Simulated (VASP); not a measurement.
# TiO2 (Pbca) in VASP: electric field gradients with r2SCAN

Aim: the electric field gradients of TiO2 with r2SCAN.

All numbers are computed with VASP 6.6.1; they aren't measurements. Logs are shortened: lines on timing, memory, paths and dates and some standing lists are left out, and cuts for length are marked.

## Step 1: The cell of the first run

Symmetry: Pbca, No. 61, orthorhombic system. Conventional cell: a = 5.145 Å, b = 9.185 Å, c = 5.447 Å, α = 90.00°, β = 90.00°, γ = 90.00°. Ti (site symmetry 1) has 6 O at 1.86 to 2.07 Å within 2.5 Å. O (site symmetry 1) has 3 Ti at 1.92 to 2.07 Å and 1 O at 2.53 Å within 2.6 Å. Within 2.6 Å of O (site symmetry 1) lie 3 Ti at 1.86 to 2.01 Å and 2 O at 2.50 to 2.53 Å.

## Step 2: Electric field gradients, r2SCAN

Contents of POSCAR:

```
TiO2
1.0
    5.1450000000      0.0000000000      0.0000000000
    0.0000000000      9.1850000000      0.0000000000
    0.0000000000      0.0000000000      5.4470000000
Ti O
8 16
Direct
    0.1386026301      0.1289862779      0.9055817602
    0.6386026301      0.3710137221      0.0944182398
    0.8613973699      0.6289862779      0.5944182398
    0.3613973699      0.8710137221      0.4055817602
    0.8613973699      0.8710137221      0.0944182398
    0.3613973699      0.6289862779      0.9055817602
    0.1386026301      0.3710137221      0.4055817602
    0.6386026301      0.1289862779      0.5944182398
    0.4646030524      0.2298952526      0.8912453654
    0.9646030524      0.2701047474      0.1087546346
    0.5353969476      0.7298952526      0.6087546346
    0.0353969476      0.7701047474      0.3912453654
    0.5353969476      0.7701047474      0.1087546346
    0.0353969476      0.7298952526      0.8912453654
    0.4646030524      0.2701047474      0.3912453654
    0.9646030524      0.2298952526      0.6087546346
    0.8160489736      0.0097709901      0.8506360972
    0.3160489736      0.4902290099      0.1493639028
    0.1839510264      0.5097709901      0.6493639028
    0.6839510264      0.9902290099      0.3506360972
    0.1839510264      0.9902290099      0.1493639028
    0.6839510264      0.5097709901      0.8506360972
    0.8160489736      0.4902290099      0.3506360972
    0.3160489736      0.0097709901      0.6493639028
```

Contents of INCAR.step1:

```
PREC = Accurate
ENCUT = 520
ISMEAR = -1
SIGMA = 0.02
LREAL = Auto
LASPH = T
NELM = 60
NBANDS = 114
GGA = PE
ALGO = Normal
EDIFF = 1E-4
LWAVE = T
LCHARG = F
KPAR = 4
```

Contents of INCAR.step2:

```
PREC = Accurate
ENCUT = 520
EDIFF = 1E-8
ISMEAR = -1
SIGMA = 0.02
LREAL = Auto
LASPH = T
NELM = 60
ALGO = Normal
ISIF = 2
LWAVE = F
LCHARG = F
METAGGA = R2SCAN
LMIXTAU = T
LEFG = T
NBANDS = 114
ISTART = 1
KPAR = 4
```

Contents of KPOINTS:

```
Automatic mesh
0
Gamma
  5 3 4
```

Potentials or basis: VASP PAW PBE potentials, release 64 (Ti_sv, O).

Started as:

```bash
$ cat potpaw_PBE.64/Ti_sv/POTCAR potpaw_PBE.64/O/POTCAR > POTCAR
$ cp INCAR.step1 INCAR
$ mpirun -np 4 vasp_std > vasp.out
$ cp INCAR.step2 INCAR
$ mpirun -np 4 vasp_std > vasp.out
```

OUTCAR:

```text
PREC = Accurate
   ENCUT = 520
   EDIFF = 1E-8
   ISMEAR = -1
   LREAL = Auto
   LASPH = T
   NELM = 60
   ISIF = 2
   METAGGA = R2SCAN
   ISTART = 1

 ion  position               nearest neighbor table
   1  0.139  0.129  0.906-  21 1.86   9 1.92  10 1.93  24 2.00  17 2.01  16 2.07
   2  0.639  0.371  0.094-  22 1.86  10 1.92   9 1.93  23 2.00  18 2.01  15 2.07
   3  0.861  0.629  0.594-  23 1.86  11 1.92  12 1.93  22 2.00  19 2.01  14 2.07
   4  0.361  0.871  0.406-  24 1.86  12 1.92  11 1.93  21 2.00  20 2.01  13 2.07
   5  0.861  0.871  0.094-  17 1.86  13 1.92  14 1.93  20 2.00  21 2.01  12 2.07
   6  0.361  0.629  0.906-  18 1.86  14 1.92  13 1.93  19 2.00  22 2.01  11 2.07
   7  0.139  0.371  0.406-  19 1.86  15 1.92  16 1.93  18 2.00  23 2.01  10 2.07
   8  0.639  0.129  0.594-  20 1.86  16 1.92  15 1.93  17 2.00  24 2.01   9 2.07
   9  0.465  0.230  0.891-   1 1.92   2 1.93   8 2.07
  10  0.965  0.270  0.109-   2 1.92   1 1.93   7 2.07
  11  0.535  0.730  0.609-   3 1.92   4 1.93   6 2.07
  12  0.035  0.770  0.391-   4 1.92   3 1.93   5 2.07
  13  0.535  0.770  0.109-   5 1.92   6 1.93   4 2.07
  14  0.035  0.730  0.891-   6 1.92   5 1.93   3 2.07
[... 8 lines left out ...]
  23  0.816  0.490  0.351-   3 1.86   2 2.00   7 2.01
  24  0.316  0.010  0.649-   4 1.86   1 2.00   8 2.01

  LATTYP: Found a simple orthorhombic cell.
 ALAT       =     5.1450000000
 B/A-ratio  =     1.0586977648
 C/A-ratio  =     1.7852283771

  Lattice vectors:

 A1 = (  -5.1450000000,   0.0000000000,   0.0000000000)
 A2 = (   0.0000000000,   0.0000000000,   5.4470000000)
 A3 = (   0.0000000000,   9.1850000000,   0.0000000000)

Analysis of symmetry for initial positions (statically):
=====================================================================
 Subroutine PRICEL returns:
 Original cell was already a primitive cell.

 Routine SETGRP: Setting up the symmetry group for a
 simple orthorhombic supercell.

 Subroutine GETGRP returns: Found  8 space group operations
 (whereof  2 operations were pure point group operations)
 out of a pool of  8 trial point group operations.

The static configuration has the point symmetry S_2 .
 The point group associated with its full space group is D_2h.

Analysis of symmetry for dynamics (positions and initial velocities):
=====================================================================
 Subroutine PRICEL returns:
 Original cell was already a primitive cell.

 Routine SETGRP: Setting up the symmetry group for a
 simple orthorhombic supercell.

 Subroutine GETGRP returns: Found  8 space group operations
 (whereof  2 operations were pure point group operations)
 out of a pool of  8 trial point group operations.

The dynamic configuration has the point symmetry S_2 .
 The point group associated with its full space group is D_2h.

 Subroutine INISYM returns: Found  8 space group operations
 (whereof  2 operations are pure point group operations),
 and found     1 'primitive' translations

----------------------------------------------------------------------------------------

                                     Primitive cell

  volume of cell :     257.4079

  direct lattice vectors                    reciprocal lattice vectors
     5.145000000  0.000000000  0.000000000     0.194363460  0.000000000  0.000000000
     0.000000000  9.185000000  0.000000000     0.000000000  0.108873163  0.000000000
     0.000000000  0.000000000  5.447000000     0.000000000  0.000000000  0.183587296

  length of vectors
     5.145000000  9.185000000  5.447000000     0.194363460  0.108873163  0.183587296

  position of ions in fractional coordinates (direct lattice)
     0.138602630  0.128986278  0.905581760
     0.638602630  0.371013722  0.094418240
     0.861397370  0.628986278  0.594418240
     0.361397370  0.871013722  0.405581760
     0.861397370  0.871013722  0.094418240
     0.361397370  0.628986278  0.905581760
[... 16 lines left out ...]
     0.816048974  0.490229010  0.350636097
     0.316048974  0.009770990  0.649363903

  ion indices of the primitive-cell ions
[... 96 lines left out ...]
   ISIF   =      2    stress and relaxation
   ISYM   =      2    0-nonsym 1-usesym 2-fastsym
   POTIM  = 0.5000    time-step for ionic-motion
   TEBEG  =    0.0;   TEEND  =   0.0 temperature during run
   PSTRESS=    0.0 pullay stress
   NELECT =     192.0000    total number of electrons
   NUPDOWN=      -1.0000    fix difference up-down
   EMIN   =  10.00;   EMAX   =-10.00  energy-range for DOS
   EFERMI =   0.00;   METHOD = LEGACY
   ISMEAR =    -1;   SIGMA  =   0.02  broadening in eV -4-tet -1-fermi 0-gaus
   EFERMI_NEDOS =   21; number of points for ismear=-14 and -15
   IALGO  =     38    algorithm
   IMIX   =      4    mixing-type and parameters
     AMIX     =   0.40;   BMIX     =  1.00
     AMIX_MAG =   1.60;   BMIX_MAG =  1.00
  volume/ion in A,a.u.               =      10.73        72.38
  Fermi-wavevector in a.u.,A,eV,Ry     =   1.484686  2.805650 29.991219  2.204292
  Thomas-Fermi vector in A             =   2.598192
   LORBIT       =      0    0 simple, 1 ext, 2 COOP (PROOUT), +10 PAW based schemes
   METAGGA = R2SCAN    functional components
   LHFCALC =     F    Hartree Fock is set to
   AEXX    =    0.0000 exact exchange contribution
   IVDW    =     0    specifies the selected vdW correction
   LEPSILON=     F    determine dielectric tensor
   LRPA    =     F    only Hartree local field effects (RPA)
 non-spin polarized calculation
  energy-cutoff  :      520.00
  volume of cell :      257.41
 maximum number of plane-waves:      6952
 NGX is ok and might be reduce to    40
   NGX = 19   NGY = 35   NGZ = 21

 number of electron     191.9999979 magnetization

 Free energy of the ion-electron system (eV)
  ---------------------------------------------------
  ext. energy  EPLUGINS =         0.00000000
  ---------------------------------------------------
  free energy    TOTEN  =      -279.33083565 eV

  energy without entropy =     -279.33083565  energy(sigma->0) =     -279.33083565

 E-fermi :   4.2814     XC(G=0): -11.9172

 val. band max:        3.7822133249   @ k =   0.0000   0.0000   0.0000
 cond. band min:       6.5442129495   @ k =   0.0000   0.0000   0.0000
 fundamental gap:      2.7619996247
 Fermi energy:         4.2814309540

 k-point     1 :       0.0000    0.0000    0.0000
  band No.  band energies     occupation
      1     -54.8787      2.00000
      2     -54.8685      2.00000
      3     -54.8547      2.00000
      4     -54.8464      2.00000
      5     -54.8461      2.00000
      6     -54.8445      2.00000
[... 1987 lines left out ...]
    107       7.5881      0.00000
    108       7.5881      0.00000
 [bands above 108 left out]

------------------------ aborting loop because EDIFF is reached ----------------------------------------

  FORCE on cell =-STRESS in cart. coord.  units (eV):
  Direction    XX          YY          ZZ          XY          YZ          ZX
  --------------------------------------------------------------------------------------
  -------------------------------------------------------------------------------------
  Total        0.7932452      1.8364060      2.0733319      0.0000000      0.0000000      0.0000000
  in kB        4.9373749     11.4302931     12.9049848      0.0000000      0.0000000      0.0000000
  external PRESSURE =       9.7575509 kB  Pullay stress =       0.0000000 kB

 VOLUME and BASIS-vectors are now :
 -----------------------------------------------------------------------------
  energy-cutoff  :      520.00
  volume of cell :      257.41
      direct lattice vectors                 reciprocal lattice vectors
     5.145000000  0.000000000  0.000000000     0.194363460  0.000000000  0.000000000
     0.000000000  9.185000000  0.000000000     0.000000000  0.108873163  0.000000000
     0.000000000  0.000000000  5.447000000     0.000000000  0.000000000  0.183587296

 POSITION                                       TOTAL-FORCE (eV/Angst)
 -----------------------------------------------------------------------------------
      0.71311      1.18474      4.93270        -0.012732      0.003320     -0.105979
      3.28561      3.40776      0.51430        -0.012732     -0.003320      0.105979
      4.43189      5.77724      3.23780         0.012732      0.003320      0.105979
      1.85939      8.00026      2.20920         0.012732     -0.003320     -0.105979
      4.43189      8.00026      0.51430         0.012732     -0.003320      0.105979
      1.85939      5.77724      4.93270         0.012732      0.003320     -0.105979
[... 16 lines left out ...]
      4.19857      4.50275      1.90991         0.049088     -0.070525     -0.028058
      1.62607      0.08975      3.53709         0.049088      0.070525      0.028058
 -----------------------------------------------------------------------------------
    total drift:                               -0.000000      0.000000     -0.000000

  FREE ENERGIE OF THE ION-ELECTRON SYSTEM (eV)
  ---------------------------------------------------
  free  energy   TOTEN  =      -279.3308356494 eV

  energy  without entropy=     -279.3308356494  energy(sigma->0) =     -279.33083565

 Electric field gradients (V/A^2)
---------------------------------------------------------------------
 ion       V_xx      V_yy      V_zz      V_xy      V_xz      V_yz
---------------------------------------------------------------------
   1       0.558    -8.731     8.174    -3.550    12.922     8.558
   2       0.558    -8.731     8.174     3.550   -12.922     8.558
   3       0.558    -8.731     8.174     3.550    12.922    -8.558
   4       0.558    -8.731     8.174    -3.550   -12.922    -8.558
   5       0.558    -8.731     8.174    -3.550    12.922     8.558
   6       0.558    -8.731     8.174     3.550   -12.922     8.558
[... 16 lines left out ...]
  23       2.978    -1.488    -1.490     1.078    12.454    15.015
  24       2.978    -1.488    -1.490    -1.078   -12.454    15.015
---------------------------------------------------------------------

 Electric field gradients after diagonalization (V/A^2)
 (convention: |V_zz| > |V_xx| > |V_yy|)
----------------------------------------------------------------------
 ion       V_xx      V_yy      V_zz     asymmetry (V_yy - V_xx)/ V_zz
----------------------------------------------------------------------
   1     -17.207    -1.518    18.725       0.838
   2     -17.207    -1.518    18.725       0.838
   3     -17.207    -1.518    18.725       0.838
   4     -17.207    -1.518    18.725       0.838
   5     -17.207    -1.518    18.725       0.838
   6     -17.207    -1.518    18.725       0.838
[... 16 lines left out ...]
  23      19.669     0.075   -19.744       0.992
  24      19.669     0.075   -19.744       0.992
----------------------------------------------------------------------

           NMR quadrupolar parameters

 Cq : quadrupolar parameter    Cq=e*Q*V_zz/h
 eta: asymmetry parameters     (V_yy - V_xx)/ V_zz
 Q  : nuclear electric quadrupole moment in mb (millibarn)
----------------------------------------------------------------------
 ion       Cq(MHz)       eta       Q (mb)
----------------------------------------------------------------------
   1       0.045       0.838       1.000
   2       0.045       0.838       1.000
   3       0.045       0.838       1.000
   4       0.045       0.838       1.000
   5       0.045       0.838       1.000
   6       0.045       0.838       1.000
[... 16 lines left out ...]
  23      -0.048       0.992       1.000
  24      -0.048       0.992       1.000
----------------------------------------------------------------------
```

It took 36 min on 4 MPI ranks of Oxide Virtual Turin-like, shared host; peak memory 0.56 GiB.

What came out:

```
Free energy                             : -279.3308 eV
Pressure                                : 1.0 GPa
Largest force                           : 0.107 eV/Å
Band gap on the k mesh                  : 2.76 eV
Largest electric field gradient by atom : Ti +18.7; O -24.4, -19.7 (each value once) V/Å²
```

Forces on the atoms (eV/Å):
```
Ti  -0.013  0.003 -0.106
Ti  -0.013 -0.003  0.106
Ti   0.013  0.003  0.106
Ti   0.013 -0.003 -0.106
Ti   0.013 -0.003  0.106
Ti   0.013  0.003 -0.106
Ti  -0.013 -0.003 -0.106
Ti  -0.013  0.003  0.106
O    0.007 -0.007 -0.052
O    0.007  0.007  0.052
O   -0.007 -0.007  0.052
O   -0.007  0.007 -0.052
O   -0.007  0.007  0.052
O   -0.007 -0.007 -0.052
O    0.007  0.007 -0.052
O    0.007 -0.007  0.052
O    0.049  0.071 -0.028
O    0.049 -0.071  0.028
O   -0.049  0.071  0.028
O   -0.049 -0.071 -0.028
O   -0.049 -0.071  0.028
O   -0.049  0.071 -0.028
O    0.049 -0.071 -0.028
O    0.049  0.071  0.028
```

Stress tensor (GPa, compression positive):
```
0.49 0.00 0.00
0.00 1.14 0.00
0.00 0.00 1.29
```

Levels at points of the mesh, in eV from the valence-band top:
```csv
k point,band 94,band 95,band 96,band 97,band 98,band 99
"(0.00, 0.00, 0.00)",-0.21,-0.17,0.00,2.76,3.13,3.28
"(0.00, 0.00, 0.50)",-0.67,-0.60,-0.60,3.19,3.19,3.37
```

Electric field gradients, principal values (V/Å²):
```tsv
atom	least	middle	greatest (by size)
1 Ti	-1.518	-17.207	18.725
2 Ti	-1.518	-17.207	18.725
3 Ti	-1.518	-17.207	18.725
4 Ti	-1.518	-17.207	18.725
5 Ti	-1.518	-17.207	18.725
6 Ti	-1.518	-17.207	18.725
7 Ti	-1.518	-17.207	18.725
8 Ti	-1.518	-17.207	18.725
9 O	3.051	21.379	-24.430
10 O	3.051	21.379	-24.430
11 O	3.051	21.379	-24.430
12 O	3.051	21.379	-24.430
13 O	3.051	21.379	-24.430
14 O	3.051	21.379	-24.430
15 O	3.051	21.379	-24.430
16 O	3.051	21.379	-24.430
17 O	0.075	19.669	-19.744
18 O	0.075	19.669	-19.744
19 O	0.075	19.669	-19.744
20 O	0.075	19.669	-19.744
21 O	0.075	19.669	-19.744
22 O	0.075	19.669	-19.744
23 O	0.075	19.669	-19.744
24 O	0.075	19.669	-19.744
```

Caveat: without QUAD_EFG the Cq values of the log hold for a quadrupole moment of 1 mb, not for the nuclei; the PAW data sets were made with another functional, which shifts forces and pressure a little. A k mesh can miss the band edges.
